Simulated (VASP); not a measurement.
# P (R-3m) in VASP: notebook, part 2 of 2

VASP 6.6.1. Earlier steps stand in the parts before.

## (5) Single point, PBE+D3(BJ) (strain +0.000 along x and y, +0.080 along z)

Contents of INCAR:

```
  PREC = Accurate
  ENCUT = 520
  EDIFF = 1E-6
  ISMEAR = 0
  SIGMA = 0.15
  LREAL = False
  LASPH = True
  NELM = 100
  ALGO = Normal
  ISIF = 2
  LWAVE = False
  LCHARG = False
  GGA = PE
  IVDW = 12
  NBANDS = 12
```

Contents of KPOINTS:

```
Automatic mesh
0
Gamma
  24 24 24
```

Contents of POSCAR:

```
P
1.0
    1.7138507813      0.9894922099      3.1524195371
   -1.7138507813      0.9894922099      3.1524195371
    0.0000000000     -1.9789844198      3.1524195371
P
2
Direct
    0.2336660455      0.2336660455      0.2336660455
    0.7663339545      0.7663339545      0.7663339545
```

Potentials or basis: VASP PAW PBE potentials, release 64 (P).

On the command line:

```sh
$ cat potpaw_PBE.64/P/POTCAR > POTCAR
$ mpirun -np 1 vasp_std > vasp.out
```

OUTCAR:

```text
PREC = Accurate
   ENCUT = 520
   EDIFF = 1E-6
   ISMEAR = 0
   LREAL = False
   LASPH = True
   NELM = 100
   ISIF = 2
   GGA = PE
   IVDW = 12
 IVDW          = 12

 ion  position               nearest neighbor table
   1  0.234  0.234  0.234-   2 2.35   2 2.35   2 2.35   2 2.73   2 2.73   2 2.73
   2  0.766  0.766  0.766-   1 2.35   1 2.35   1 2.35   1 2.73   1 2.73   1 2.73

  LATTYP: Found a trigonal (rhomboedric) cell.
 ALAT       =     3.7221134147
 COS(alpha) =     0.5759697842

  Lattice vectors:

 A1 = (   1.7138507813,   0.9894922099,   3.1524195371)
 A2 = (  -1.7138507813,   0.9894922099,   3.1524195371)
 A3 = (   0.0000000000,  -1.9789844198,   3.1524195371)

Analysis of symmetry for initial positions (statically):
=====================================================================
 Subroutine PRICEL returns:
 Original cell was already a primitive cell.

 Routine SETGRP: Setting up the symmetry group for a
 trigonal (rhombohedral) supercell.

 Subroutine GETGRP returns: Found 12 space group operations
 (whereof 12 operations were pure point group operations)
 out of a pool of 12 trial point group operations.

The static configuration has the point symmetry D_3d.

Analysis of symmetry for dynamics (positions and initial velocities):
=====================================================================
 Subroutine PRICEL returns:
 Original cell was already a primitive cell.

 Routine SETGRP: Setting up the symmetry group for a
 trigonal (rhombohedral) supercell.

 Subroutine GETGRP returns: Found 12 space group operations
 (whereof 12 operations were pure point group operations)
 out of a pool of 12 trial point group operations.

The dynamic configuration has the point symmetry D_3d.

 Subroutine INISYM returns: Found 12 space group operations
 (whereof 12 operations are pure point group operations),
 and found     1 'primitive' translations

----------------------------------------------------------------------------------------

                                     Primitive cell

  volume of cell :      32.0760

  direct lattice vectors                    reciprocal lattice vectors
     1.713850781  0.989492210  3.152419537     0.291740684  0.168436563  0.105738887
    -1.713850781  0.989492210  3.152419537    -0.291740684  0.168436563  0.105738887
     0.000000000 -1.978984420  3.152419537     0.000000000 -0.336873125  0.105738887

  length of vectors
     3.722113415  3.722113415  3.722113415     0.353078199  0.353078199  0.353078199

  position of ions in fractional coordinates (direct lattice)
     0.233666046  0.233666046  0.233666046
     0.766333954  0.766333954  0.766333954

  ion indices of the primitive-cell ions
   primitive index   ion index
                 1           1
                 2           2

----------------------------------------------------------------------------------------

 KPOINTS: Automatic mesh

Automatic generation of k-mesh.
 Grid dimensions read from file:
 generate k-points for:   24   24   24

 Generating k-lattice:

  Cartesian coordinates                     Fractional coordinates (reciprocal lattice)
     0.012155862  0.007018190  0.004405787     0.041666667 -0.000000000  0.000000000
[... 42 lines left out ...]
   number of dos      NEDOS =    301   number of ions     NIONS =      2
   total plane-waves  NPLWV =  21952
   dimension x,y,z NGX =    28 NGY =   28 NGZ =   28
   dimension x,y,z NGXF=    56 NGYF=   56 NGZF=   56
   ions per type =               2
   NGX,Y,Z   is equivalent  to a cutoff of  12.51, 12.51, 12.51 a.u.
   NGXF,Y,Z  is equivalent  to a cutoff of  25.01, 25.01, 25.01 a.u.
 SYSTEM =  unknown system
   PREC   = accura    normal or accurate (medium, high low for compatibility)
   ISTART =      0    job   : 0-new  1-cont  2-samecut
   ICHARG =      2    charge: 1-file 2-atom 10-const
   ISPIN  =      1    spin polarized calculation?
   LNONCOLLINEAR =      F non collinear calculations
   LSORBIT =      F    spin-orbit coupling
   LASPH  =      T    aspherical Exc in radial PAW
   ENCUT  =  520.0 eV  38.22 Ry    6.18 a.u.   6.92  6.92  6.92*2*pi/ulx,y,z
   NELM   =    100;   NELMIN=  2; NELMDL= -5     # of ELM steps
   EDIFF  = 0.1E-05   stopping-criterion for ELM
   LREAL  =      F    real-space projection
   EDIFFG = 0.1E-04   stopping-criterion for IOM
   NSW    =      0    number of steps for IOM
   IBRION =     -1    ionic relax: 0-MD 1-quasi-New 2-CG
   NFREE  =      0    steps in history (QN), initial steepest desc. (CG)
   ISIF   =      2    stress and relaxation
   ISYM   =      2    0-nonsym 1-usesym 2-fastsym
   POTIM  = 0.5000    time-step for ionic-motion
   TEBEG  =    0.0;   TEEND  =   0.0 temperature during run
   PSTRESS=    0.0 pullay stress
   NELECT =      10.0000    total number of electrons
   NUPDOWN=      -1.0000    fix difference up-down
   EMIN   =  10.00;   EMAX   =-10.00  energy-range for DOS
   EFERMI =   0.00;   METHOD = LEGACY
   ISMEAR =     0;   SIGMA  =   0.15  broadening in eV -4-tet -1-fermi 0-gaus
   EFERMI_NEDOS =   21; number of points for ismear=-14 and -15
   IALGO  =     38    algorithm
   IMIX   =      4    mixing-type and parameters
     AMIX     =   0.40;   BMIX     =  1.00
     AMIX_MAG =   1.60;   BMIX_MAG =  1.00
  volume/ion in A,a.u.               =      16.04       108.23
  Fermi-wavevector in a.u.,A,eV,Ry     =   1.110064  2.097716 16.765666  1.232242
  Thomas-Fermi vector in A             =   2.246611
   LORBIT       =      0    0 simple, 1 ext, 2 COOP (PROOUT), +10 PAW based schemes
   GGA     = PE    functional components
   LHFCALC =     F    Hartree Fock is set to
   AEXX    =    0.0000 exact exchange contribution
   IVDW    =    12    specifies the selected vdW correction
   LEPSILON=     F    determine dielectric tensor
   LRPA    =     F    only Hartree local field effects (RPA)
 non-spin polarized calculation
 Gauss-broadening in eV      SIGMA  =   0.15
  energy-cutoff  :      520.00
  volume of cell :       32.08
 maximum number of plane-waves:       881
   NGX = 13   NGY = 13   NGZ = 13

 number of electron      10.0000000 magnetization

 Free energy of the ion-electron system (eV)
  ---------------------------------------------------
  ext. energy  EPLUGINS =         0.00000000
  ---------------------------------------------------
  free energy    TOTEN  =       -10.60511717 eV

  energy without entropy =      -10.60053599  energy(sigma->0) =      -10.60282658

 E-fermi :   8.7716     XC(G=0): -10.8156

 val. band max:        8.7651552549   @ k =   0.5000   0.0833  -0.0000
 cond. band min:       8.7721598903   @ k =   0.3750   0.2917   0.2500
 fundamental gap:      0.0070046354
 Fermi energy:         8.7716393640

 k-point     1 :       0.0000    0.0000    0.0000
  band No.  band energies     occupation
      1      -7.3716      2.00000
      2       5.3244      2.00000
      3       5.3944      2.00000
      4       6.5844      2.00000
      5       6.5844      2.00000
      6      11.1162      0.00000
      7      12.1009      0.00000
      8      12.1009      0.00000
      9      14.5796      0.00000
     10      14.5796      0.00000
     11      15.2977      0.00000
     12      15.8516      0.00000
[... 331 lines left out ...]
 k-point    24 :       0.4583    0.0417   -0.0000
  band No.  band energies     occupation
      1      -4.2364      2.00000
      2      -2.2536      2.00000
      3       5.3842      2.00000
      4       5.7713      2.00000
      5       7.8057      2.00000
      6       8.7388      1.24316
      7       9.2845      0.00000
      8       9.8115      0.00000
      9      17.2669      0.00000
     10      18.6129      0.00000
     11      19.3943      0.00000
     12      20.5543      0.00000

 [... further k-points ...]

------------------------ aborting loop because EDIFF is reached ----------------------------------------

 Edisp (eV)   -0.88019

 E8    (eV) :    -0.3334

  FORCE on cell =-STRESS in cart. coord.  units (eV):
  Direction    XX          YY          ZZ          XY          YZ          ZX
  --------------------------------------------------------------------------------------
  -------------------------------------------------------------------------------------
  Total      -0.86463    -0.86463    -2.05249     0.00000     0.00000    -0.00000
  in kB     -43.18752   -43.18752  -102.52070     0.00000     0.00000    -0.00000
  external pressure =      -62.97 kB  Pullay stress =        0.00 kB

 VOLUME and BASIS-vectors are now :
 -----------------------------------------------------------------------------
  energy-cutoff  :      520.00
  volume of cell :       32.08
      direct lattice vectors                 reciprocal lattice vectors
     1.713850781  0.989492210  3.152419537     0.291740684  0.168436563  0.105738887
    -1.713850781  0.989492210  3.152419537    -0.291740684  0.168436563  0.105738887
     0.000000000 -1.978984420  3.152419537     0.000000000 -0.336873125  0.105738887

 POSITION                                       TOTAL-FORCE (eV/Angst)
 -----------------------------------------------------------------------------------
      0.00000      0.00000      2.20984         0.000000      0.000000     -0.775930
      0.00000      0.00000      7.24742         0.000000      0.000000      0.775930
 -----------------------------------------------------------------------------------
    total drift:                               -0.000000     -0.000000     -0.000000

  FREE ENERGIE OF THE ION-ELECTRON SYSTEM (eV)
  ---------------------------------------------------
  free  energy   TOTEN  =       -11.4853093723 eV

  energy  without entropy=      -11.4807281974  energy(sigma->0) =      -11.48301878
```

OSZICAR:

```text
N       E                     dE             d eps       ncg     rms          rms(c)
DAV:   1     0.216421116503E+02    0.21642E+02   -0.45386E+03 31576   0.721E+02
DAV:   2    -0.943089915172E+01   -0.31073E+02   -0.29570E+02 41728   0.116E+02
DAV:   3    -0.106128454665E+02   -0.11819E+01   -0.11747E+01 40944   0.212E+01
DAV:   4    -0.106203671730E+02   -0.75217E-02   -0.75194E-02 37496   0.204E+00
DAV:   5    -0.106204251128E+02   -0.57940E-04   -0.57938E-04 41356   0.173E-01    0.642E+00
DAV:   6    -0.106093961743E+02    0.11029E-01   -0.74080E-03 37992   0.509E-01    0.380E+00
DAV:   7    -0.106049639768E+02    0.44322E-02   -0.13804E-02 38412   0.757E-01    0.113E-01
DAV:   8    -0.106050786032E+02   -0.11463E-03   -0.20363E-03 36716   0.300E-01    0.713E-02
DAV:   9    -0.106050997084E+02   -0.21105E-04   -0.95463E-05 39552   0.670E-02    0.524E-02
DAV:  10    -0.106051166557E+02   -0.16947E-04   -0.21428E-05 36876   0.317E-02    0.157E-02
DAV:  11    -0.106051171667E+02   -0.51101E-06   -0.96368E-07 30888   0.684E-03
   1 F= -.11485309E+02 E0= -.11483019E+02  d E =-.458117E-02
```

Wall time 4.9 min (1 thread of Intel Xeon 6975P-C, shared host); peak memory 0.48 GiB.

Results:

```
Free energy                : -11.4853 eV
Pressure                   : -6.3 GPa
Largest force              : 0.776 eV/Å
Band gap on the k mesh     : zero (band 5 reaches 9.56 eV, above the bottom of band 6 at 8.38 eV)
Dispersion energy per atom : -0.440 eV
```

Forces on the atoms (eV/Å):
```
P    0.000  0.000 -0.776
P    0.000  0.000  0.776
```

Caveat: the cell differs from its parent crystal (strain +0.000 along x and y, +0.080 along z); pairwise dispersion overbinds metals, which lowers pressure and volume.

## (6) The runs side by side

```csv
cell,gap on the mesh (eV),pressure (GPa),largest force (eV/Å)
"a = 3.640 Å, angles 51.3°, 2 atoms",none,14.1,0.18
"a = 3.336 Å, angles 61.8°, 2 atoms",none,7.1,0.75
"a = 3.432 Å, angles 65.3°, 2 atoms",none,-9.5,0.08
"a = 3.722 Å, angles 54.8°, 2 atoms",none,-6.3,0.78
```

Alike in all rows: task single point; level PBE+D3(BJ); potentials or basis VASP PAW PBE potentials, release 64 (P); no spin polarisation; k mesh 24 × 24 × 24; cutoff (eV) 520; smearing gaussian 0.15 eV.

Caveats: pairwise dispersion overbinds metals, which lowers pressure and volume.

Total energies depend on the potentials used, so only differences within one code and one set of settings carry meaning.
